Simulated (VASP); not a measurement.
A run of VASP 6.6.1 is set up as follows.

The input INCAR:

```
SYSTEM = GaN
ALGO = Normal
EDIFF = 1E-7
EDIFFG = -0.015
ENCUT = 600
GGA = PS
IBRION = 2
ISIF = 3
ISMEAR = 0
LASPH = .True.
LCHARG = .False.
LREAL = .False.
LWAVE = .False.
NELM = 60
NSW = 80
PREC = Accurate
SIGMA = 0.1
```

Contents of KPOINTS:

```
k-points
0
Gamma
  10 6 6
  0 0 0
```

Contents of POSCAR:

```
GaN
1.0
    1.5912354902      2.7561007159      0.0000000000
    0.0000000000      0.0000000000      5.1853625407
    4.7737064707     -2.7561007159      0.0000000000
Ga N
4 4
Direct
    0.5000000000      0.4990712460      0.1666666667
    0.0000000000      0.4990712460      0.6666666667
    0.5000000000     -0.0009287540      0.8333333333
    0.0000000000     -0.0009287540      0.3333333333
    0.5000000000      0.8758287540      0.1666666667
    0.0000000000      0.8758287540      0.6666666667
    0.5000000000      0.3758287540      0.8333333333
    0.0000000000      0.3758287540      0.3333333333
```

Potentials or basis: VASP PAW PBE potentials, release 64 (Ga_d, N).

The run is started by

```bash
$ cat potpaw_PBE.64/Ga_d/POTCAR potpaw_PBE.64/N/POTCAR > POTCAR
$ mpirun -np 1 vasp_std > vasp.out
```

(1) Predict the space group after relaxing (to 0.1 Å).

(2) Estimate the band gap on the k mesh.

(3) Predict the relaxed cell.

## Answers

(1) P6_3mc (No. 186).

(2) 1.91 eV.

(3) a = 3.181 Å, b = 5.182 Å, c = 5.509 Å, α = 90.00°, β = 90.00°, γ = 90.00°.
